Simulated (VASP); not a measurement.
The system is Ge.

```
Ge
1.0
     1.89919    1.89247    0.01941
    -0.07890    0.02399   -5.43893
    -3.83345    3.82002   -0.07276
Ge
4
Direct
  0.48002 0.98320 0.75347
  0.56525 0.50364 0.72371
  0.46504 0.02874 0.24531
  0.48970 0.48442 0.27752
```

| Property | Result |
| --- | --- |
| Program | VASP 6.6.1 |
| Task | relaxation of cell and atoms |
| Functional | PBE |
| Potentials or basis | VASP PAW PBE potentials, release 64 (Ge_d) |
| Cutoff | 600 eV |
| k mesh | 8 × 4 × 4 |
| Occupations | gaussian, width 0.2 eV |
| Spin | no spin polarisation |

At the start: pressure 4.0 GPa; volume 19.72 Å³/atom.

**Question.** How do energy, volume and symmetry change on relaxing?

**Answer.** Over 31 steps the energy falls by 69.8 meV/atom and the volume is 20.28 Å³/atom (+2.8 %); space group P1 (No. 1, to 0.1 Å) before, Pmma (No. 51, to 0.1 Å).

The path:
| step | energy change (eV) | largest force (eV/Å) | pressure (GPa) | volume (Å³) |
| --- | --- | --- | --- | --- |
| 1 | 0.0000 | 1.4270 | 4.04 | 78.90 |
| 2 | -0.1785 | 0.4777 | -2.00 | 84.71 |
| 3 | -0.1786 | 0.4604 | -2.13 | 84.86 |
| 4 | -0.2398 | 0.2962 | -0.98 | 82.69 |
| 5 | -0.2551 | 0.1734 | 0.15 | 81.10 |
| 6 | -0.2650 | 0.1159 | 0.13 | 80.92 |
| 7 | -0.2688 | 0.0904 | 0.19 | 80.75 |
| 8 | -0.2693 | 0.0862 | 0.31 | 80.67 |
| 9 | -0.2714 | 0.0761 | -0.23 | 81.28 |
| 10 | -0.2715 | 0.0737 | -0.49 | 81.60 |
| 11 | -0.2729 | 0.0699 | -0.39 | 81.53 |
| 12 | -0.2737 | 0.0685 | -0.35 | 81.47 |
| 13 | -0.2743 | 0.0699 | -0.28 | 81.35 |
| 14 | -0.2751 | 0.0644 | -0.03 | 80.99 |
| 15 | -0.2752 | 0.0603 | 0.21 | 80.73 |
| 16 | -0.2757 | 0.0527 | 0.16 | 80.77 |
| 17 | -0.2762 | 0.0444 | 0.12 | 80.85 |
| 18 | -0.2763 | 0.0437 | 0.07 | 80.88 |
| 19 | -0.2768 | 0.0424 | -0.04 | 81.05 |
| 20 | -0.2770 | 0.0410 | -0.17 | 81.23 |
| 21 | -0.2773 | 0.0381 | -0.09 | 81.10 |
| 22 | -0.2775 | 0.0328 | 0.09 | 80.88 |
| 23 | -0.2777 | 0.0294 | 0.10 | 80.86 |
| 24 | -0.2783 | 0.0229 | 0.19 | 80.80 |
| 25 | -0.2782 | 0.0341 | 0.30 | 80.69 |
| 26 | -0.2784 | 0.0287 | 0.25 | 80.74 |
| 27 | -0.2788 | 0.0288 | 0.00 | 81.05 |
| 28 | -0.2788 | 0.0289 | -0.10 | 81.17 |
| 29 | -0.2788 | 0.0291 | -0.09 | 81.14 |
| 30 | -0.2791 | 0.0269 | -0.08 | 81.13 |
| 31 | -0.2793 | 0.0223 | -0.05 | 81.12 |

Final structure:
```
Ge
1.0
     1.87532    1.87665    0.00332
     0.00234   -0.00727   -5.52733
    -3.90982    3.91346    0.00578
Ge
4
Direct
  0.50184 0.99454 0.74966
  0.51108 0.49471 0.75071
  0.48179 0.00529 0.24923
  0.50529 0.50546 0.25039
```
